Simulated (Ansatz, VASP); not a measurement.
One calculation of CuO, two programs

The input INCAR:

```
SYSTEM = CuO
  PREC = Accurate
  ENCUT = 520
  EDIFF = 1E-7
  ISMEAR = 1
  SIGMA = 0.05
  LREAL = .FALSE.
  LASPH = .TRUE.
  NELM = 80
  ALGO = Normal
  ISIF = 2
  LWAVE = .FALSE.
  LCHARG = .FALSE.
  LDIPOL = .TRUE.
  IDIPOL = 3
  DIPOL = 0.5 0.5 0.500
  GGA = RP
  NBANDS = 44
```

The input KPOINTS:

```
Automatic mesh
0
G
  6 6 1
  0 0 0
```

Contents of POSCAR:

```
CuO
1.0
    2.9004842893      0.0000000000      0.0000000000
    0.8811334514      2.7634060421      0.0000000000
    0.0000000000      0.0000000000     20.8512714325
Cu O
4 4
Direct
    0.0000000000      0.5000000000      0.2877522370
    0.4092568450      0.9092568450      0.4090366730
    0.8185136900      0.3185136900      0.5303211090
    0.2277705350      0.7277705350      0.6516055450
    0.5362284225      0.3730284225      0.3483944550
    0.2822852675      0.4454852675      0.4696788910
    0.3547421125      0.1915421125      0.5909633270
    0.1007989576      0.2639989576      0.7122477630
```

Input for Ansatz:

```yaml
crystal:
  lattice:
    - [2.9004842893041154, 0.0, 0.0]
    - [0.8811334513772413, 2.763406042072723, 0.0]
    - [0.0, 0.0, 20.8512714325]
  atoms:
    - { symbol: Cu, position: [3.8277160428664874e-17, 0.5, 0.2877522370481473] }
    - { symbol: Cu, position: [0.4092568450156927, 0.9092568450156927, 0.40903667302063457] }
    - { symbol: O, position: [0.5362284225078463, 0.37302842250784635, 0.3483944550343909] }
    - { symbol: O, position: [0.282285267523539, 0.4454852675235393, 0.4696788910068782] }
    - { symbol: Cu, position: [0.8185136900313854, 0.31851369003138547, 0.5303211089931219] }
    - { symbol: Cu, position: [0.22777053504707814, 0.7277705350470781, 0.6516055449656091] }
    - { symbol: O, position: [0.35474211253923177, 0.19154211253923187, 0.5909633269793655] }
    - { symbol: O, position: [0.10079895755492457, 0.2639989575549246, 0.7122477629518528] }
basis:
  ecutwfc: 530.0
  ecutrho_ratio: 6
kpoints:
  mp_grid:
    grid: [6, 6, 1]
hamiltonian:
  xc: rpbe
efield:
  axis: 3
  dipole_correction: true
scf:
  n_extra_bands: 2
  convergence:
    dr2_threshold: 1.0e-07
  occupations:
    method: cold
    width: 0.05
output:
  write_potential: true
  forces: true
```

Alike in both runs: task single point; functional RPBE; k mesh 6 × 6 × 1; no spin polarisation.

|  | VASP | Ansatz |
| --- | --- | --- |
| version | VASP 6.6.1 | Ansatz 0.2.0 |
| potentials or method | VASP PAW PBE potentials, release 64 (Cu, O), cutoff 520 eV | plane waves, PAW |
| occupations | methfessel-paxton of order 1, width 0.05 eV | cold, width 0.05 eV |
| valence electrons in the cell | 68 | 100 |

Ansatz gave:

* gap on the k mesh at the Fermi level (eV): none
* rms of the force components (eV/Å): 0.617

**Question.** Estimate VASP's values.

**Answer.** gap on the k mesh at the Fermi level (eV): none; rms of the force components (eV/Å): 0.595.

VASP's potentials were made for PBE, not for RPBE. A gap of «none» marks a metal or a gap that the smearing closes. VASP's potentials hold 68 valence electrons a cell and Ansatz's 100, so a difference there can come from the potentials and not from the codes. Ansatz's warnings: vacuum density over bound, xc potential rough in thin density.

The k mesh is coarse, so the values compare programs but aren't converged.
